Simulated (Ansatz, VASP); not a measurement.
One calculation of BN, two programs

The input INCAR:

```
ALGO = Normal
EDIFF = 1E-7
ENCUT = 520
GGA = PE
ISIF = 2
ISMEAR = 0
LASPH = True
LCHARG = True
LELF = True
LREAL = False
LVHAR = True
LWAVE = False
NBANDS = 11
NELM = 100
PREC = Accurate
SIGMA = 0.02
```

KPOINTS

```
k-points
0
Gamma
  18 18 18
```

POSCAR

```
BN
1.0
    0.0000000000      3.4953158300      2.1660912400
    1.2516321000      0.0000000000      2.1660912400
    1.2516321000      3.4953158300      0.0000000000
B N
1 1
Direct
    0.0000486500      0.0000486500      0.9999513500
    0.6666513400      0.6666513400      0.3333486600
```

Input for Ansatz:

```yaml
crystal:
  lattice:
    - [0.0, 3.49531583, 2.16609124]
    - [1.2516321, 0.0, 2.16609124]
    - [1.2516321, 3.49531583, 0.0]
  atoms:
    - { symbol: B, position: [4.865e-05, 4.865e-05, 0.99995135] }
    - { symbol: "N", position: [0.66665134, 0.66665134, 0.33334866] }
basis:
  ecutwfc: 420
kpoints:
  mp_grid: { grid: [18, 18, 18] }
hamiltonian:
  xc: pbe
scf:
  occupations: { method: gaussian, width: 0.02 }
output:
  forces: true
  stress: true
  eigenvalues: true
  write_density: true
  write_potential: true
  elf: true
  volumetric_format: npy
```

Alike in both runs: task single point; functional PBE; k mesh 18 × 18 × 18; occupations gaussian, width 0.02 eV; no spin polarisation.

```csv
,VASP,Ansatz
version,VASP 6.6.1,Ansatz 0.2.0
potentials or method,"VASP PAW PBE potentials, release 64 (B, N), cutoff 520 eV","scalar-relativistic, plane waves, PAW"
valence electrons in the cell,8,8
```

Ansatz gave:

* gap on the k mesh at the Fermi level (eV): 3.83
* least direct gap on the mesh (eV): 4.56
* pressure (GPa): 3.2
* traceless stress, the component that is largest in VASP (GPa): -1.49
* rms of the force components (eV/Å): 0.006

**Question.** What did VASP give for the same quantities?

**Answer.** gap on the k mesh at the Fermi level (eV): 3.83; least direct gap on the mesh (eV): 4.55; pressure (GPa): 3.3; traceless stress, the component that is largest in VASP (GPa): -1.70; rms of the force components (eV/Å): 0.006.

Atom by atom the forces differ by 0.000 eV/Å (rms over components). The functional is the same, so the differences come from potentials, cutoffs and numerics.
